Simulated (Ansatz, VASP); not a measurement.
**AlZn2 in VASP and in Ansatz**

```
Al Zn
1.0
     0.00000    3.51850    3.51850
     3.51850    0.00000    3.51850
     3.51850    3.51850    0.00000
Al Zn
2 4
Direct
  0.00000 0.00000 0.00000
  0.25000 0.25000 0.25000
  0.62500 0.62500 0.62500
  0.12500 0.62500 0.62500
  0.62500 0.62500 0.12500
  0.62500 0.12500 0.62500
```

Alike in both runs: task relaxation of cell and atoms; functional PBE; k mesh 4 × 4 × 4; occupations gaussian, width 0.1 eV; no spin polarisation.

```csv
,VASP,Ansatz
version,VASP 6.6.1,Ansatz 0.2.0
potentials or method,"VASP PAW PBE potentials, release 64 (Al, Zn), cutoff 600 eV","scalar-relativistic, plane waves, PAW"
valence electrons in the cell,54,54
```

|  | VASP | Ansatz | Ansatz less VASP |
| --- | --- | --- | --- |
| gap on the k mesh at the Fermi level, each at its own relaxed structure (eV) | none | none | - |
| relaxed volume (Å³/atom) | 16.13 | 16.09 | -0.043 |
| relaxed length of the cell vector where the two differ most in proportion (Å) | 5.154 | 5.149 | -0.0046 |

A gap of «none» marks a metal or a gap that the smearing closes.

The k mesh is coarse, so the values compare programs but aren't converged.
